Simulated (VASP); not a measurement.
# LiW (Fd-3m) in VASP: a series of runs, part 2 of 2

VASP 6.6.1. Earlier steps stand in the parts before.

## (4) Single point, r2SCAN+D4

This run uses another cell than the first one, of 14.64 Å³/atom, 1.044 times its volume.

POSCAR

```
LiW
1.0
    0.0000000000      3.0821739941      3.0821739941
    3.0821739941      0.0000000000      3.0821739941
    3.0821739941      3.0821739941      0.0000000000
Li W
2 2
Direct
    0.0000000000      0.0000000000      0.0000000000
    0.2500000000      0.2500000000      0.2500000000
    0.5000000000      0.5000000000      0.5000000000
    0.7500000000      0.7500000000      0.7500000000
```

INCAR.step1

```
SYSTEM = LiW
PREC = Accurate
ENCUT = 520
ISMEAR = 0
SIGMA = 0.0753
LREAL = .FALSE.
LASPH = .TRUE.
NELM = 60
NBANDS = 25
GGA = PE
ALGO = Normal
EDIFF = 1E-4
LWAVE = .TRUE.
LCHARG = .FALSE.
```

INCAR.step2

```
SYSTEM = LiW
PREC = Accurate
ENCUT = 520
EDIFF = 1E-7
ISMEAR = 0
SIGMA = 0.0753
LREAL = .FALSE.
LASPH = .TRUE.
NELM = 60
ALGO = Normal
ISIF = 2
LWAVE = .FALSE.
LCHARG = .TRUE.
METAGGA = R2SCAN
LMIXTAU = .TRUE.
IVDW = 13
VDW_S6 = 1.0
VDW_S8 = 0.6018749
VDW_A1 = 0.51559235
VDW_A2 = 5.77342911
LELF = .TRUE.
LVHAR = .TRUE.
NBANDS = 25
ISTART = 1
```

KPOINTS

```
regular mesh
0
G
  5 5 5
  0 0 0
```

Potentials or basis: VASP PAW PBE potentials, release 64 (Li_sv, W_sv).

On the command line:

```
cat potpaw_PBE.64/Li_sv/POTCAR potpaw_PBE.64/W_sv/POTCAR > POTCAR
cp INCAR.step1 INCAR
mpirun -np 1 vasp_std > vasp.out
cp INCAR.step2 INCAR
mpirun -np 1 vasp_std > vasp.out
```

OUTCAR:

```text
SYSTEM = LiW
   PREC = Accurate
   ENCUT = 520
   EDIFF = 1E-7
   ISMEAR = 0
   LREAL = .FALSE.
   LASPH = .TRUE.
   NELM = 60
   ISIF = 2
   METAGGA = R2SCAN
   IVDW = 13
   ISTART = 1

 ion  position               nearest neighbor table
   1  0.000  0.000  0.000-   4 2.67   4 2.67   4 2.67   4 2.67
   2  0.250  0.250  0.250-   3 2.67   3 2.67   3 2.67   3 2.67
   3  0.500  0.500  0.500-   2 2.67   2 2.67   2 2.67   2 2.67   4 2.67   4 2.67   4 2.67   4 2.67

   4  0.750  0.750  0.750-   3 2.67   3 2.67   3 2.67   1 2.67   3 2.67   1 2.67   1 2.67   1 2.67

[... 468 lines left out ...]
  Direction    XX          YY          ZZ          XY          YZ          ZX
  --------------------------------------------------------------------------------------
  -------------------------------------------------------------------------------------
  Total       0.15465     0.15465     0.15465    -0.00000    -0.00000    -0.00000
  in kB       4.23127     4.23127     4.23127    -0.00000    -0.00000    -0.00000
  external pressure =        4.23 kB  Pullay stress =        0.00 kB

 VOLUME and BASIS-vectors are now :
 -----------------------------------------------------------------------------
  energy-cutoff  :      520.00
  volume of cell :       58.56
      direct lattice vectors                 reciprocal lattice vectors
     0.000000000  3.082173994  3.082173994    -0.162223158  0.162223158  0.162223158
     3.082173994  0.000000000  3.082173994     0.162223158 -0.162223158  0.162223158
     3.082173994  3.082173994  0.000000000     0.162223158  0.162223158 -0.162223158

 POSITION                                       TOTAL-FORCE (eV/Angst)
 -----------------------------------------------------------------------------------
      0.00000      0.00000      0.00000        -0.000000     -0.000000     -0.000000
      1.54109      1.54109      1.54109         0.000000      0.000000      0.000000
      3.08217      3.08217      3.08217         0.000000     -0.000000      0.000000
      4.62326      4.62326      4.62326        -0.000000      0.000000     -0.000000
 -----------------------------------------------------------------------------------
    total drift:                                0.000000     -0.000000      0.000000

  FREE ENERGIE OF THE ION-ELECTRON SYSTEM (eV)
  ---------------------------------------------------
  free  energy   TOTEN  =      -104.9539300216 eV

  energy  without entropy=     -104.9449368269  energy(sigma->0) =     -104.94943342
```

OUTCAR.step1:

```text
SYSTEM = LiW
   PREC = Accurate
   ENCUT = 520
   ISMEAR = 0
   LREAL = .FALSE.
   LASPH = .TRUE.
   NELM = 60
[... 493 lines left out ...]
      1.54109      1.54109      1.54109        -0.000000     -0.000000     -0.000000
      3.08217      3.08217      3.08217        -0.000000      0.000000      0.000000
      4.62326      4.62326      4.62326         0.000000     -0.000000     -0.000000
 -----------------------------------------------------------------------------------
    total drift:                                0.000000     -0.000000      0.000000

  FREE ENERGIE OF THE ION-ELECTRON SYSTEM (eV)
  ---------------------------------------------------
  free  energy   TOTEN  =       -27.0669565483 eV

  energy  without entropy=      -27.0579694035  energy(sigma->0) =      -27.06246298
```

OSZICAR.step1:

```text
N       E                     dE             d eps       ncg     rms          rms(c)
DAV:   1     0.355262528683E+03    0.35526E+03   -0.19184E+04   500   0.152E+03
DAV:   2    -0.107513802581E+02   -0.36601E+03   -0.35483E+03   586   0.454E+02
DAV:   3    -0.275371971054E+02   -0.16786E+02   -0.16215E+02   789   0.870E+01
DAV:   4    -0.284352436648E+02   -0.89805E+00   -0.89251E+00   700   0.145E+01
DAV:   5    -0.284610907393E+02   -0.25847E-01   -0.25845E-01   663   0.248E+00    0.229E+01
DAV:   6    -0.271652938603E+02    0.12958E+01   -0.32837E+00   585   0.117E+01    0.745E+00
DAV:   7    -0.270862415132E+02    0.79052E-01   -0.26407E-01   686   0.329E+00    0.191E+00
DAV:   8    -0.270669114029E+02    0.19330E-01   -0.28872E-02   558   0.105E+00    0.207E-01
DAV:   9    -0.270669076054E+02    0.37975E-05   -0.33180E-03   680   0.319E-01    0.183E-01
DAV:  10    -0.270669565483E+02   -0.48943E-04   -0.12734E-04   390   0.988E-02
   1 F= -.27066957E+02 E0= -.27062463E+02  d E =-.898714E-02
```

Wall time 37 s (1 thread of Intel Xeon 6975P-C (Granite Rapids), shared host); peak memory 0.19 GiB.

Results:

| Property | Result |
| --- | --- |
| Free energy | -104.9539 eV |
| Band gap on the k mesh | zero (band 17 reaches 6.37 eV, above the bottom of band 18 at 6.20 eV) |
| Dispersion energy per atom | -0.093 eV |

Caveat: the cutoff is under 1.25 times the usual one of these potentials, so pressure, stress and relaxed cells hold a basis-set (Pulay) error; the PAW data sets were made with another functional, which shifts forces and pressure a little; spin-orbit coupling is left out, which moves the levels of the heavy elements; pairwise dispersion overbinds metals, which lowers pressure and volume.

## (5) Single point, r2SCAN

This run uses another cell than the first one, of 14.75 Å³/atom, 1.052 times its volume.

POSCAR

```
LiW
1.0
    0.0000000000      3.0897137542      3.0897137542
    3.0897137542      0.0000000000      3.0897137542
    3.0897137542      3.0897137542      0.0000000000
Li W
2 2
Direct
    0.0000000000      0.0000000000      0.0000000000
    0.2500000000      0.2500000000      0.2500000000
    0.5000000000      0.5000000000      0.5000000000
    0.7500000000      0.7500000000      0.7500000000
```

INCAR.step1

```
  ALGO = Normal
  EDIFF = 1E-4
  ENCUT = 520
  GGA = PE
  ISMEAR = 0
  LASPH = T
  LCHARG = F
  LREAL = F
  LWAVE = T
  NBANDS = 25
  NELM = 100
  PREC = Accurate
  SIGMA = 0.0753
```

INCAR.step2

```
  ALGO = Normal
  EDIFF = 1E-6
  ENCUT = 520
  ISIF = 2
  ISMEAR = 0
  ISTART = 1
  LASPH = T
  LCHARG = T
  LELF = T
  LMIXTAU = T
  LREAL = F
  LVHAR = T
  LWAVE = F
  METAGGA = R2SCAN
  NBANDS = 25
  NELM = 100
  PREC = Accurate
  SIGMA = 0.0753
```

KPOINTS

```
k-points
0
Gamma
  5 5 5
```

Potentials or basis: VASP PAW PBE potentials, release 64 (Li_sv, W_sv).

On the command line:

```
cat potpaw_PBE.64/Li_sv/POTCAR potpaw_PBE.64/W_sv/POTCAR > POTCAR
cp INCAR.step1 INCAR
mpirun -np 1 vasp_std > vasp.out
cp INCAR.step2 INCAR
mpirun -np 1 vasp_std > vasp.out
```

OUTCAR:

```text
EDIFF = 1E-6
   ENCUT = 520
   ISIF = 2
   ISMEAR = 0
   ISTART = 1
   LASPH = T
   LREAL = F
   METAGGA = R2SCAN
   NELM = 100
   PREC = Accurate

 ion  position               nearest neighbor table
   1  0.000  0.000  0.000-   4 2.68   4 2.68   4 2.68   4 2.68
   2  0.250  0.250  0.250-   3 2.68   3 2.68   3 2.68   3 2.68
   3  0.500  0.500  0.500-   2 2.68   2 2.68   2 2.68   2 2.68   4 2.68   4 2.68   4 2.68   4 2.68

   4  0.750  0.750  0.750-   3 2.68   3 2.68   3 2.68   1 2.68   3 2.68   1 2.68   1 2.68   1 2.68

  LATTYP: Found a face centered cubic cell.
 ALAT       =     6.1794275084

  Lattice vectors:

 A1 = (   0.0000000000,   3.0897137542,   3.0897137542)
 A2 = (   3.0897137542,   0.0000000000,   3.0897137542)
 A3 = (   3.0897137542,   3.0897137542,   0.0000000000)

Analysis of symmetry for initial positions (statically):
=====================================================================
 Subroutine PRICEL returns:
 Original cell was already a primitive cell.

 Routine SETGRP: Setting up the symmetry group for a
[... 155 lines left out ...]
  free energy    TOTEN  =      -104.58424346 eV

  energy without entropy =     -104.57520319  energy(sigma->0) =     -104.57972333

 E-fermi :   6.1310     XC(G=0): -12.0606

 val. band max:        6.1106379377   @ k =  -0.4000   0.4000   0.0000
 cond. band min:       6.1337771388   @ k =   0.2000   0.2000   0.0000
 fundamental gap:      0.0231392012
 Fermi energy:         6.1310391922

 k-point     1 :       0.0000    0.0000    0.0000
  band No.  band energies     occupation
      1     -68.8699      2.00000
      2     -68.6917      2.00000
      3     -40.4694      2.00000
      4     -40.4125      2.00000
      5     -32.6857      2.00000
      6     -32.6857      2.00000
[... 269 lines left out ...]
     24      11.0345      0.00000
     25      16.4566      0.00000

------------------------ aborting loop because EDIFF is reached ----------------------------------------

  FORCE on cell =-STRESS in cart. coord.  units (eV):
  Direction    XX          YY          ZZ          XY          YZ          ZX
  --------------------------------------------------------------------------------------
  -------------------------------------------------------------------------------------
  Total        0.1394048      0.1394048      0.1394048      0.0000000      0.0000000     -0.0000000
  in kB        3.7861998      3.7861998      3.7861998      0.0000000      0.0000000     -0.0000000
  external PRESSURE =       3.7861998 kB  Pullay stress =       0.0000000 kB

 VOLUME and BASIS-vectors are now :
 -----------------------------------------------------------------------------
  energy-cutoff  :      520.00
  volume of cell :       58.99
      direct lattice vectors                 reciprocal lattice vectors
     0.000000000  3.089713754  3.089713754    -0.161827289  0.161827289  0.161827289
     3.089713754  0.000000000  3.089713754     0.161827289 -0.161827289  0.161827289
     3.089713754  3.089713754  0.000000000     0.161827289  0.161827289 -0.161827289

 POSITION                                       TOTAL-FORCE (eV/Angst)
 -----------------------------------------------------------------------------------
      0.00000      0.00000      0.00000         0.000000     -0.000000     -0.000000
      1.54486      1.54486      1.54486         0.000000     -0.000000     -0.000000
      3.08971      3.08971      3.08971         0.000000      0.000000      0.000000
      4.63457      4.63457      4.63457        -0.000000     -0.000000      0.000000
 -----------------------------------------------------------------------------------
    total drift:                               -0.000000     -0.000000      0.000000

  FREE ENERGIE OF THE ION-ELECTRON SYSTEM (eV)
  ---------------------------------------------------
  free  energy   TOTEN  =      -104.5842434636 eV

  energy  without entropy=     -104.5752031883  energy(sigma->0) =     -104.57972333
```

OSZICAR.step1:

```text
N       E                     dE             d eps       ncg     rms          rms(c)
DAV:   1     0.352247304829E+03    0.35225E+03   -0.19252E+04   500   0.152E+03
DAV:   2    -0.115962458187E+02   -0.36384E+03   -0.35430E+03   576   0.451E+02
DAV:   3    -0.272780036185E+02   -0.15682E+02   -0.15331E+02   776   0.859E+01
DAV:   4    -0.284469156955E+02   -0.11689E+01   -0.11607E+01   676   0.161E+01
DAV:   5    -0.284787744515E+02   -0.31859E-01   -0.31856E-01   704   0.282E+00    0.226E+01
DAV:   6    -0.271704778121E+02    0.13083E+01   -0.33440E+00   576   0.118E+01    0.730E+00
DAV:   7    -0.270920146778E+02    0.78463E-01   -0.26595E-01   691   0.328E+00    0.189E+00
DAV:   8    -0.270724770081E+02    0.19538E-01   -0.28914E-02   570   0.104E+00    0.216E-01
DAV:   9    -0.270724898444E+02   -0.12836E-04   -0.32573E-03   680   0.312E-01    0.184E-01
DAV:  10    -0.270725397764E+02   -0.49932E-04   -0.12710E-04   397   0.969E-02
   1 F= -.27072540E+02 E0= -.27068001E+02  d E =-.907830E-02
```

Run time: 31 s. Hardware: 1 thread of Intel Xeon 6975P-C (Granite Rapids), shared host; peak memory 0.19 GiB.

What came out:

```yaml
Free_energy: -104.5842 eV
Band_gap_on_the_k_mesh: zero (band 17 reaches 6.30 eV, above the bottom of band 18 at 6.13 eV)
```

Caveat: the cutoff is under 1.25 times the usual one of these potentials, so pressure, stress and relaxed cells hold a basis-set (Pulay) error; the PAW data sets were made with another functional, which shifts forces and pressure a little; spin-orbit coupling is left out, which moves the levels of the heavy elements.

## (6) Single point, r2SCAN

This run uses another cell than the first one, of 14.75 Å³/atom, 1.052 times its volume.

POSCAR

```
LiW
1.0
    0.0000000000      3.0901860177      3.0901860177
    3.0901860177      0.0000000000      3.0901860177
    3.0901860177      3.0901860177      0.0000000000
Li W
2 2
Direct
    0.0000000000      0.0000000000      0.0000000000
    0.2500000000      0.2500000000      0.2500000000
    0.5000000000      0.5000000000      0.5000000000
    0.7500000000      0.7500000000      0.7500000000
```

INCAR.step1

```
ALGO = Normal ; EDIFF = 1E-4
ENCUT = 520 ; GGA = PE
ISMEAR = 0 ; LASPH = T
LCHARG = F ; LREAL = F
LWAVE = T ; NBANDS = 25
NELM = 80 ; PREC = Accurate
SIGMA = 0.025
```

INCAR.step2

```
ALGO = Normal ; EDIFF = 1E-6
ENCUT = 520 ; ISIF = 2
ISMEAR = 0 ; ISTART = 1
LASPH = T ; LCHARG = F
LMIXTAU = T ; LREAL = F
LWAVE = F ; METAGGA = R2SCAN
NBANDS = 25 ; NELM = 80
PREC = Accurate ; SIGMA = 0.025
```

KPOINTS is that of step 5.

Potentials or basis: VASP PAW PBE potentials, release 64 (Li_sv, W_sv).

On the command line:

```
cat potpaw_PBE.64/Li_sv/POTCAR potpaw_PBE.64/W_sv/POTCAR > POTCAR
cp INCAR.step1 INCAR
mpirun -np 1 vasp_std > vasp.out
cp INCAR.step2 INCAR
mpirun -np 1 vasp_std > vasp.out
```

It took 47 s on 1 thread of Intel Xeon 6975P-C (Granite Rapids), shared host; peak memory 0.21 GiB.

It converged, with:

```
Free energy            : -104.5788 eV
Band gap on the k mesh : zero (band 17 reaches 6.30 eV, above the bottom of band 18 at 6.13 eV)
```

Levels at points of the mesh, in eV from the Fermi level:
| k point | band 14 | band 15 | band 16 | band 17 | band 18 | band 19 | band 20 | band 21 |
| --- | --- | --- | --- | --- | --- | --- | --- | --- |
| (0.00, 0.00, 0.00) | -1.66 | -1.66 | -1.66 | 0.18 | 0.18 | 0.18 | 4.56 | 4.56 |

Caveat: the cutoff is under 1.25 times the usual one of these potentials, so pressure, stress and relaxed cells hold a basis-set (Pulay) error; the PAW data sets were made with another functional, which shifts forces and pressure a little; spin-orbit coupling is left out, which moves the levels of the heavy elements.

## (7) The runs side by side

| level | potentials or basis | cell | smearing | gap on the mesh (eV) |
| --- | --- | --- | --- | --- |
| LDA | VASP PAW LDA potentials, release 64 (Li_sv, W_sv) | a = 4.297 Å, angles 60.0°, 4 atoms | gaussian 0.0753 eV | none |
| r2SCAN | VASP PAW PBE potentials, release 64 (Li_sv, W_sv) | a = 4.370 Å, angles 60.0°, 4 atoms | gaussian 0.0753 eV | none |
| r2SCAN+D4 | VASP PAW PBE potentials, release 64 (Li_sv, W_sv) | a = 4.359 Å, angles 60.0°, 4 atoms | gaussian 0.0753 eV | none |
| r2SCAN | VASP PAW PBE potentials, release 64 (Li_sv, W_sv) | a = 4.370 Å, angles 60.0°, 4 atoms | gaussian 0.025 eV | none |

Alike in all rows: task single point; no spin polarisation; k mesh 5 × 5 × 5; cutoff (eV) 520.

Caveats: the cutoff is under 1.25 times the usual one of these potentials, so pressure, stress and relaxed cells hold a basis-set (Pulay) error; spin-orbit coupling is left out, which moves the levels of the heavy elements; the PAW data sets were made with another functional, which shifts forces and pressure a little (some runs); pairwise dispersion overbinds metals, which lowers pressure and volume (some runs).

Total energies depend on the potentials used, so only differences within one code and one set of settings carry meaning.
